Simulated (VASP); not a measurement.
A run of VASP 6.6.1 is set up as follows.

File INCAR:

```
SYSTEM = SiGe
ALGO     = Normal         ! electronic algorithm
EDIFF    = 1E-6           ! SCF threshold, eV
ENCUT    = 520            ! plane-wave cutoff, eV
ISIF     = 2              ! what is computed and relaxed
ISMEAR   = 0              ! smearing method
LASPH    = .True.         ! aspherical terms in the spheres
LCHARG   = .True.         ! write CHGCAR
LELF     = .True.         ! ELF
LREAL    = .False.        ! projectors in reciprocal space
LVHAR    = .True.       
LWAVE    = .False.        ! write WAVECAR
NBANDS   = 26             ! bands
NELM     = 100            ! most SCF steps
PREC     = Accurate       ! precision mode
SIGMA    = 0.03           ! smearing width, eV
```

Contents of KPOINTS:

```
k-points
0
Gamma
  12 12 6
  0 0 0
```

POSCAR

```
SiGe
1.0
    4.1656068550      0.0000000000      0.0000000000
   -2.0828034275      3.6075213586      0.0000000000
    0.0000000000      0.0000000000      5.7385400034
Si Ge
2 2
Direct
    0.6666666667      0.3333333333      0.8745031008
    0.3333333333      0.6666666667      0.3745031008
    0.6666666667      0.3333333333      0.5004958992
    0.3333333333      0.6666666667      0.0004958992
```

Potentials or basis: VASP PAW LDA potentials, release 64 (Si, Ge_d).

Launch:

```bash
$ cat potpaw_LDA.64/Si/POTCAR potpaw_LDA.64/Ge_d/POTCAR > POTCAR
$ mpirun -np 1 vasp_std > vasp.out
```

(1) Predict the band gap on the k mesh.

(2) Predict the pressure.

(3) Predict the largest force.

## Answers

(1) zero (band 18 reaches 5.54 eV, above the bottom of band 19 at 4.64 eV).

(2) 2.1 GPa.

(3) 2.939 eV/Å.

Caveat: forces of over 1 eV/Å act on the atoms, so gaps and moduli don't describe the material at rest.
